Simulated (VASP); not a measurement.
# C19O in VASP: further runs

The runs below take C19O through single point, with PBE.

All numbers are computed with VASP 6.6.1; they aren't measurements. Logs are shortened: lines on timing, memory, paths and dates and some standing lists are left out, and cuts for length are marked.

### Step 1. The cell of the first run

The cell holds a slab with vacuum, 20 atoms: a = 7.398 Å, b = 7.398 Å, c = 11.000 Å, α = 90.00°, β = 90.00°, γ = 120.00°.

### Step 2. Single point, PBE

INCAR reads:

```
SYSTEM = C19O
PREC = Accurate
ENCUT = 520
EDIFF = 1E-7
ISMEAR = -1
SIGMA = 0.05
LREAL = Auto
LASPH = .TRUE.
NELM = 60
ALGO = Normal
ISIF = 2
LWAVE = .FALSE.
LCHARG = .TRUE.
GGA = PE
LELF = .TRUE.
LVHAR = .TRUE.
NBANDS = 57
```

KPOINTS reads:

```
Automatic mesh
0
G
  2 2 1
  0 0 0
```

POSCAR reads:

```
C19O
1.0
    7.3980000000      0.0000000000      0.0000000000
   -3.6990000000      6.4068560000      0.0000000000
    0.0000000000      0.0000000000     11.0000000000
C O
19 1
Direct
   -0.0019377168     -0.0041027924      0.0705469091
    0.2212667108      0.1074942218      0.0705560000
   -0.0007748203      0.3295371396      0.0705468182
    0.2200988225      0.4399705565      0.0705521818
   -0.0016301487      0.6616942850      0.0705370000
    0.2209586685      0.7729900594      0.0705462727
    0.3325800686     -0.0037939045      0.0705266364
    0.5534754494      0.1066573059      0.0704909091
    0.3317166639      0.3283849364      0.0705587273
    0.5543205281      0.4396702532      0.0705342727
    0.3314083885      0.6625591398      0.0705452727
    0.5546210007      0.7741744157      0.0705443636
    0.6650669697     -0.0049398644      0.0705271818
    0.8876366257      0.1063473254      0.0705480000
    0.6647675390      0.3292382410      0.0704891818
    0.8879399877      0.4408199591      0.0705215455
    0.6659152182      0.6628780169      0.0705486364
    0.8867852935      0.7733086244      0.0705369091
    0.5583580557      0.1704230593      0.4140990909
    0.4006027386      0.1008088835      0.4607896364
```

Potentials or basis: VASP PAW PBE potentials, release 64 (C, O).

Run with:

```sh
$ cat potpaw_PBE.64/C/POTCAR potpaw_PBE.64/O/POTCAR > POTCAR
$ mpirun -np 1 vasp_std > vasp.out
```

OUTCAR:

```text
SYSTEM = C19O
   PREC = Accurate
   ENCUT = 520
   EDIFF = 1E-7
   ISMEAR = -1
   LREAL = Auto
   LASPH = .TRUE.
   NELM = 60
   ISIF = 2
   GGA = PE

 ion  position               nearest neighbor table
   1  0.998  0.996  0.071-  14 1.42  18 1.43   2 1.43
   2  0.221  0.107  0.071-   9 1.42   7 1.43   1 1.43
   3  0.999  0.330  0.071-   4 1.42  16 1.43  14 1.43
   4  0.220  0.440  0.071-   3 1.42  11 1.43   9 1.43
   5  0.998  0.662  0.071-  16 1.42   6 1.43  18 1.43
   6  0.221  0.773  0.071-  11 1.42   5 1.43   7 1.43
[... 10 lines left out ...]
  17  0.666  0.663  0.071-  18 1.42  12 1.43  10 1.43
  18  0.887  0.773  0.071-  17 1.42   1 1.43   5 1.43
  19  0.558  0.170  0.414-  20 1.14
  20  0.401  0.101  0.461-  19 1.14

  LATTYP: Found a hexagonal cell.
 ALAT       =     7.3980000000
 C/A-ratio  =     1.4868883482

  Lattice vectors:

 A1 = (   7.3980000000,   0.0000000000,   0.0000000000)
 A2 = (  -3.6990000000,   6.4068560000,   0.0000000000)
 A3 = (   0.0000000000,   0.0000000000,  11.0000000000)

Analysis of symmetry for initial positions (statically):
=====================================================================
 Subroutine PRICEL returns:
 Original cell was already a primitive cell.

 Routine SETGRP: Setting up the symmetry group for a
 hexagonal supercell.

 Subroutine GETGRP returns: Found  1 space group operations
 (whereof  1 operations were pure point group operations)
 out of a pool of 24 trial point group operations.

The static configuration has the point symmetry C_1 .

Analysis of symmetry for dynamics (positions and initial velocities):
=====================================================================
 Subroutine PRICEL returns:
 Original cell was already a primitive cell.

 Routine SETGRP: Setting up the symmetry group for a
 hexagonal supercell.

 Subroutine GETGRP returns: Found  1 space group operations
 (whereof  1 operations were pure point group operations)
 out of a pool of 24 trial point group operations.

The dynamic configuration has the point symmetry C_1 .

 Subroutine INISYM returns: Found  1 space group operations
 (whereof  1 operations are pure point group operations),
 and found     1 'primitive' translations

----------------------------------------------------------------------------------------

                                     Primitive cell

  volume of cell :     521.3771

  direct lattice vectors                    reciprocal lattice vectors
     7.398000000  0.000000000  0.000000000     0.135171668  0.078041398  0.000000000
    -3.699000000  6.406856000  0.000000000     0.000000000  0.156082796  0.000000000
     0.000000000  0.000000000 11.000000000     0.000000000  0.000000000  0.090909091

  length of vectors
     7.398000000  7.398000054 11.000000000     0.156082797  0.156082796  0.090909091

  position of ions in fractional coordinates (direct lattice)
     0.998062283  0.995897208  0.070546909
     0.221266711  0.107494222  0.070556000
     0.999225180  0.329537140  0.070546818
     0.220098822  0.439970557  0.070552182
     0.998369851  0.661694285  0.070537000
     0.220958669  0.772990059  0.070546273
[... 12 lines left out ...]
     0.558358056  0.170423059  0.414099091
     0.400602739  0.100808884  0.460789636

  ion indices of the primitive-cell ions
   primitive index   ion index
                 1           1
                 2           2
                 3           3
                 4           4
                 5           5
                 6           6
[... 12 lines left out ...]
                19          19
                20          20

----------------------------------------------------------------------------------------

 KPOINTS: Automatic mesh

Automatic generation of k-mesh.
 Grid dimensions read from file:
 generate k-points for:    2    2    1

 Generating k-lattice:

  Cartesian coordinates                     Fractional coordinates (reciprocal lattice)
     0.067585834  0.039020699  0.000000000     0.500000000 -0.000000000  0.000000000
     0.000000000  0.078041398  0.000000000     0.000000000  0.500000000  0.000000000
     0.000000000  0.000000000  0.090909091     0.000000000  0.000000000  1.000000000

  Length of vectors
     0.078041399  0.078041398  0.090909091

  Shift w.r.t. Gamma in fractional coordinates (k-lattice)
     0.000000000  0.000000000  0.000000000

 Subroutine IBZKPT returns following result:
 ===========================================

 Found      4 irreducible k-points:

 Following reciprocal coordinates:
            Coordinates               Weight
  0.000000  0.000000  0.000000      1.000000
  0.500000 -0.000000  0.000000      1.000000
  0.000000  0.500000  0.000000      1.000000
  0.500000  0.500000  0.000000      1.000000
   k-points           NKPTS =      4   k-points in BZ     NKDIM =      4   number of bands    NBANDS=     57
   number of dos      NEDOS =    301   number of ions     NIONS =     20
[... 26 lines left out ...]
   PSTRESS=    0.0 pullay stress
   NELECT =      82.0000    total number of electrons
   NUPDOWN=      -1.0000    fix difference up-down
   EMIN   =  10.00;   EMAX   =-10.00  energy-range for DOS
   EFERMI =   0.00;   METHOD = LEGACY
   ISMEAR =    -1;   SIGMA  =   0.05  broadening in eV -4-tet -1-fermi 0-gaus
   EFERMI_NEDOS =   21; number of points for ismear=-14 and -15
   IALGO  =     38    algorithm
   IMIX   =      4    mixing-type and parameters
     AMIX     =   0.40;   BMIX     =  1.00
     AMIX_MAG =   1.60;   BMIX_MAG =  1.00
  volume/ion in A,a.u.               =      26.07       175.92
  Fermi-wavevector in a.u.,A,eV,Ry     =   0.883681  1.669915 10.624679  0.780892
  Thomas-Fermi vector in A             =   2.004480
   LORBIT       =      0    0 simple, 1 ext, 2 COOP (PROOUT), +10 PAW based schemes
   GGA     = PE    functional components
   LHFCALC =     F    Hartree Fock is set to
   AEXX    =    0.0000 exact exchange contribution
   IVDW    =     0    specifies the selected vdW correction
   LEPSILON=     F    determine dielectric tensor
   LRPA    =     F    only Hartree local field effects (RPA)
 non-spin polarized calculation
  energy-cutoff  :      520.00
  volume of cell :      521.38
 maximum number of plane-waves:     14099
 NGX is ok and might be reduce to    56
   NGX = 27   NGY = 27   NGZ = 41

 number of electron      81.9999997 magnetization

 Free energy of the ion-electron system (eV)
  ---------------------------------------------------
  ext. energy  EPLUGINS =         0.00000000
  ---------------------------------------------------
  free energy    TOTEN  =      -180.42953500 eV

  energy without entropy =     -180.37399775  energy(sigma->0) =     -180.40176638

 E-fermi :  -1.2096     XC(G=0):  -4.6515

 val. band max:       -1.2657068975   @ k =   0.0000   0.0000   0.0000
 cond. band min:      -1.1534685339   @ k =   0.0000   0.0000   0.0000
 fundamental gap:      0.1122383636
 Fermi energy:        -1.2096040280

 k-point     1 :       0.0000    0.0000    0.0000
  band No.  band energies     occupation
      1     -26.3319      2.00000
      2     -20.7317      2.00000
      3     -18.1796      2.00000
      4     -18.1769      2.00000
      5     -18.1596      2.00000
      6     -18.1576      2.00000
[... 45 lines left out ...]
     52       3.7367      0.00000
     53       3.7391      0.00000

 k-point     2 :       0.5000   -0.0000    0.0000
  band No.  band energies     occupation
      1     -26.3318      2.00000
      2     -20.0794      2.00000
      3     -20.0755      2.00000
      4     -18.8072      2.00000
      5     -18.7628      2.00000
      6     -16.3203      2.00000
[... 45 lines left out ...]
     52       4.0809      0.00000
     53       4.4508      0.00000

 k-point     3 :       0.0000    0.5000    0.0000
  band No.  band energies     occupation
      1     -26.3318      2.00000
      2     -20.0782      2.00000
      3     -20.0767      2.00000
      4     -18.8073      2.00000
      5     -18.7627      2.00000
      6     -16.3203      2.00000
[... 45 lines left out ...]
     52       4.1405      0.00000
     53       4.3828      0.00000

 k-point     4 :       0.5000    0.5000    0.0000
  band No.  band energies     occupation
      1     -26.3318      2.00000
      2     -20.0784      2.00000
      3     -20.0765      2.00000
      4     -18.8072      2.00000
      5     -18.7628      2.00000
      6     -16.3201      2.00000
[... 45 lines left out ...]
     52       4.1338      0.00000
     53       4.4112      0.00000
 [bands above 53 left out]

------------------------ aborting loop because EDIFF is reached ----------------------------------------

  FORCE on cell =-STRESS in cart. coord.  units (eV):
  Direction    XX          YY          ZZ          XY          YZ          ZX
  --------------------------------------------------------------------------------------
  -------------------------------------------------------------------------------------
  Total        2.1057597      1.6272838      0.0060985      0.2963735     -0.1765763     -0.3467551
  in kB        6.4709408      5.0005977      0.0187404      0.9107474     -0.5426140     -1.0655687
  external PRESSURE =       3.8300930 kB  Pullay stress =       0.0000000 kB

 VOLUME and BASIS-vectors are now :
 -----------------------------------------------------------------------------
  energy-cutoff  :      520.00
  volume of cell :      521.38
      direct lattice vectors                 reciprocal lattice vectors
     7.398000000  0.000000000  0.000000000     0.135171668  0.078041398  0.000000000
    -3.699000000  6.406856000  0.000000000     0.000000000  0.156082796  0.000000000
     0.000000000  0.000000000 11.000000000     0.000000000  0.000000000  0.090909091

 POSITION                                       TOTAL-FORCE (eV/Angst)
 -----------------------------------------------------------------------------------
      3.69984      6.38057      0.77602         0.001618     -0.002315      0.001781
      1.23931      0.68870      0.77612        -0.002402      0.002517     -0.005440
      6.17331      2.11130      0.77602         0.006592      0.000684     -0.001980
      0.00084      2.81883      0.77607         0.002212      0.001663      0.004882
      4.93833      4.23938      0.77591         0.001167      0.001286      0.002659
     -1.22464      4.95244      0.77601        -0.002893     -0.001498     -0.002129
[... 12 lines left out ...]
      3.50034      1.09188      4.55509         0.702954      0.342409     -0.398468
      2.59077      0.64587      5.06869        -0.702028     -0.344421      0.398214
 -----------------------------------------------------------------------------------
    total drift:                                0.003712     -0.006004     -0.022029

  FREE ENERGIE OF THE ION-ELECTRON SYSTEM (eV)
  ---------------------------------------------------
  free  energy   TOTEN  =      -180.4295350031 eV

  energy  without entropy=     -180.3739977530  energy(sigma->0) =     -180.40176638
```

Wall time 4.2 min (1 thread of Intel Xeon Platinum 8259CL at 2.50GHz (Skylake/Cascade Lake), shared host); peak memory 0.58 GiB.

Results:

| Quantity | Value |
| --- | --- |
| Free energy | -180.4295 eV |
| Largest force | 0.878 eV/Å |
| Band gap on the k mesh | 0.11 eV |

Forces on the atoms (eV/Å):
```
C    0.002 -0.002  0.002
C   -0.002  0.003 -0.005
C    0.007  0.001 -0.002
C    0.002  0.002  0.005
C    0.001  0.001  0.003
C   -0.003 -0.001 -0.002
C    0.002  0.000 -0.002
C   -0.002  0.009  0.007
C   -0.004 -0.001  0.002
C   -0.007  0.001 -0.007
C    0.003 -0.007 -0.004
C   -0.001 -0.007 -0.002
C   -0.001  0.000 -0.001
C   -0.001  0.005  0.001
C    0.001 -0.003 -0.001
C    0.006 -0.001  0.001
C   -0.003 -0.001  0.001
C    0.000  0.005  0.004
C    0.703  0.342 -0.398
O   -0.702 -0.344  0.398
```

Levels at points of the mesh, in eV from the valence-band top:
```tsv
k point	band 39	band 40	band 41	band 42	band 43	band 44
(0.00, 0.00, 0.00)	-2.99	0.00	0.00	0.11	0.11	2.21
(0.50, 0.00, 0.00)	-2.59	-2.58	-2.30	1.73	2.21	2.22
(0.00, 0.50, 0.00)	-2.59	-2.58	-2.30	1.73	2.17	2.22
(0.50, 0.50, 0.00)	-2.59	-2.58	-2.30	1.73	2.18	2.21
```

Caveat: the k points lie up to 0.49 Å⁻¹ apart.

### Step 3. Single point, PBE

INCAR reads:

```
  PREC = Accurate
  ENCUT = 520
  EDIFF = 1E-6
  ISMEAR = -1
  SIGMA = 0.05
  LREAL = Auto
  LASPH = T
  NELM = 80
  ALGO = Normal
  ISIF = 2
  LWAVE = F
  LCHARG = F
  GGA = PE
  NBANDS = 57
```

KPOINTS reads:

```
regular mesh
0
Gamma
  2 2 1
```

POSCAR reads:

```
C19O
1.0
    7.3980000000      0.0000000000      0.0000000000
   -3.6990000000      6.4068560000      0.0000000000
    0.0000000000      0.0000000000     11.0000000000
C O
19 1
Direct
   -0.0052445366     -0.0087567131      0.0700945455
    0.2182397224      0.1029809317      0.0700961818
   -0.0040220560      0.3252470478      0.0700959091
    0.2170192327      0.4357697442      0.0701025455
   -0.0045709697      0.6573514373      0.0700862727
    0.2175720356      0.7684219842      0.0700868182
    0.3293236606     -0.0080877423      0.0700640000
    0.5503898713      0.1024447873      0.0700517273
    0.3287682662      0.3240369379      0.0701080909
    0.5509294988      0.4351071727      0.0700948182
    0.3281009556      0.6579061555      0.0700916364
    0.5515950631      0.7696626863      0.0700932727
    0.6621249082     -0.0092911406      0.0700812727
    0.8842522489      0.1017786259      0.0700980000
    0.6614626647      0.3245871298      0.0700612727
    0.8849244709      0.4363144731      0.0700773636
    0.6626665446      0.6585937002      0.0701031818
    0.8837068270      0.7691084363      0.0700896364
    0.5427197612      0.1899891304      0.4111410909
    0.3770005661      0.1379692317      0.4413731818
```

Potentials or basis: VASP PAW PBE potentials, release 64 (C, O).

Run with:

```sh
$ cat potpaw_PBE.64/C/POTCAR potpaw_PBE.64/O/POTCAR > POTCAR
$ mpirun -np 1 vasp_std > vasp.out
```

Run time: 4.4 min. Hardware: 1 thread of Intel Xeon Platinum 8259CL at 2.50GHz (Skylake/Cascade Lake), shared host; peak memory 0.57 GiB.

The run converged. Its results:

| Item | Value |
| --- | --- |
| Free energy | -180.4299 eV |
| Largest force | 0.887 eV/Å |
| Band gap on the k mesh | 0.11 eV |

Forces on the atoms (eV/Å):
```
C    0.001  0.006 -0.001
C   -0.004  0.001 -0.003
C    0.003 -0.003 -0.004
C   -0.001 -0.001 -0.002
C   -0.005  0.002  0.005
C    0.002  0.004  0.003
C    0.000 -0.004 -0.003
C    0.004 -0.005  0.006
C   -0.001 -0.001 -0.004
C    0.003 -0.002 -0.002
C   -0.003  0.000  0.000
C   -0.007  0.000  0.003
C    0.001 -0.003 -0.001
C    0.006  0.006 -0.001
C    0.004  0.004  0.003
C   -0.003  0.000 -0.003
C    0.002 -0.005  0.005
C   -0.003  0.001 -0.001
C    0.807  0.259 -0.258
O   -0.808 -0.259  0.260
```

Levels at points of the mesh, in eV from the valence-band top:
```
           k point  band 39  band 40  band 41  band 42  band 43  band 44
(0.00, 0.00, 0.00)    -2.99     0.00     0.00     0.11     0.12     2.24
(0.50, 0.00, 0.00)    -2.59    -2.58    -2.30     1.73     2.23     2.24
(0.00, 0.50, 0.00)    -2.58    -2.58    -2.30     1.73     2.20     2.24
(0.50, 0.50, 0.00)    -2.59    -2.58    -2.30     1.73     2.20     2.23
```

Caveat: the k points lie up to 0.49 Å⁻¹ apart.

### Step 4. Single point, PBE

INCAR reads:

```
SYSTEM = C19O
PREC = Accurate ; ENCUT = 520
EDIFF = 1E-6 ; ISMEAR = -1
SIGMA = 0.05 ; LREAL = Auto
LASPH = .TRUE. ; NELM = 100
ALGO = Normal ; ISIF = 2
LWAVE = .FALSE. ; LCHARG = .FALSE.
GGA = PE ; NBANDS = 57
```

KPOINTS reads:

```
regular mesh
0
G
  2 2 1
  0 0 0
```

POSCAR reads:

```
C19O
1.0
    7.3980000000      0.0000000000      0.0000000000
   -3.6990000000      6.4068560000      0.0000000000
    0.0000000000      0.0000000000     11.0000000000
C O
19 1
Direct
   -0.0084562854     -0.0133302512      0.0696440909
    0.2151494124      0.0984707632      0.0696166364
   -0.0072385928      0.3208845337      0.0696523636
    0.2139437177      0.4314673219      0.0696502727
   -0.0075795830      0.6529984442      0.0696412727
    0.2142805585      0.7639244584      0.0696357273
    0.3260937174     -0.0124738249      0.0696029091
    0.5472912998      0.0981159870      0.0696304545
    0.3257473922      0.3196653710      0.0696312727
    0.5476522146      0.4306096469      0.0696371818
    0.3248909901      0.6533188821      0.0696446364
    0.5484744836      0.7651203648      0.0696484545
    0.6590889995     -0.0136611467      0.0696461818
    0.8809596541      0.0972815684      0.0696541818
    0.6582533968      0.3200304486      0.0696409091
    0.8818516669      0.4318214737      0.0696440909
    0.6594434642      0.6541940384      0.0696563636
    0.8806288632      0.7647916544      0.0696466364
    0.5231025355      0.2085651683      0.4088159091
    0.3571624777      0.1763528008      0.4212966364
```

Run with:

```sh
$ cat potpaw_PBE.64/C/POTCAR potpaw_PBE.64/O/POTCAR > POTCAR
$ mpirun -np 1 vasp_std > vasp.out
```

Wall time 4.4 min (1 thread of Intel Xeon Platinum 8259CL at 2.50GHz (Skylake/Cascade Lake), shared host); peak memory 0.58 GiB.

Results (log left out):

```
Free energy            : -180.4306 eV
Largest force          : 0.875 eV/Å
Band gap on the k mesh : 0.12 eV
```

Forces on the atoms (eV/Å):
```
C   -0.003  0.000 -0.002
C   -0.010 -0.007 -0.006
C    0.003 -0.014 -0.001
C    0.002 -0.004 -0.001
C   -0.004  0.003 -0.002
C    0.005 -0.001  0.000
C   -0.006  0.000  0.004
C    0.006  0.013 -0.002
C   -0.003 -0.001  0.001
C    0.000  0.001 -0.002
C   -0.002  0.007  0.001
C    0.003  0.004  0.004
C    0.004 -0.003  0.001
C    0.004 -0.003 -0.002
C    0.011 -0.003  0.001
C   -0.005 -0.006 -0.002
C    0.000  0.005  0.000
C   -0.005  0.009  0.001
C    0.853  0.159 -0.102
O   -0.853 -0.158  0.108
```

Levels at points of the mesh, in eV from the valence-band top:
```
           k point  band 37  band 38  band 39  band 40  band 41  band 42  band 43  band 44  band 45  band 46
(0.00, 0.00, 0.00)    -4.51    -2.99    -2.99     0.00     0.00     0.12     0.12     2.25     2.26     3.21
(0.50, 0.00, 0.00)    -2.61    -2.61    -2.58    -2.58    -2.30     1.73     2.24     2.25     2.56     2.56
(0.00, 0.50, 0.00)    -2.61    -2.61    -2.58    -2.58    -2.30     1.73     2.23     2.26     2.56     2.57
(0.50, 0.50, 0.00)    -2.61    -2.61    -2.58    -2.58    -2.30     1.73     2.22     2.25     2.56     2.56
```

Caveat: the k points lie up to 0.49 Å⁻¹ apart.

### Step 5. Overview

| cell | gap on the mesh (eV) | largest force (eV/Å) |
| --- | --- | --- |
| as given, atomic positions A | 0.11 | 0.88 |
| as given, atomic positions B | 0.11 | 0.89 |
| as given, atomic positions C | 0.12 | 0.87 |

Alike in all rows: task single point; level PBE; potentials or basis VASP PAW PBE potentials, release 64 (C, O); no spin polarisation; k mesh 2 × 2 × 1; cutoff (eV) 520; smearing fermi-dirac 0.05 eV.

Caveats: all runs use coarse meshes.

Absolute energies hang on the potentials; compare differences alone.
